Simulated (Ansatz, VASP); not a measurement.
# SrTe: VASP beside Ansatz

```
Sr Te
1.0
     0.00000    3.38596    3.38596
     3.38596    0.00000    3.38596
     3.38596    3.38596    0.00000
Sr Te
1 1
Cartesian
  0.0000 0.0000 0.0000
  3.3860 3.3860 3.3860
```

Alike in both runs: task single point; functional r2SCAN; k mesh 6 × 6 × 6; no spin polarisation.

|  | VASP | Ansatz |
| --- | --- | --- |
| version | VASP 6.6.1 | Ansatz 0.2.0 |
| potentials or method | VASP PAW PBE potentials, release 64 (Sr_sv, Te) | plane waves, PAW |
| plane-wave cutoff (eV) | 550 | 500 |
| occupations | gaussian, width 0.01 eV | fixed |
| valence electrons in the cell | 16 | 26 |

Ansatz gave:

- gap on the k mesh at the Fermi level (eV): 2.24
- pressure (GPa): -1.0

Q: Estimate VASP's values.

A: gap on the k mesh at the Fermi level (eV): 2.21; pressure (GPa): -0.9.

VASP's potentials were made for PBE, not for r2SCAN. VASP's potentials hold 16 valence electrons a cell and Ansatz's 26, so a difference there can come from the potentials and not from the codes.

Neither program's run includes spin-orbit coupling.
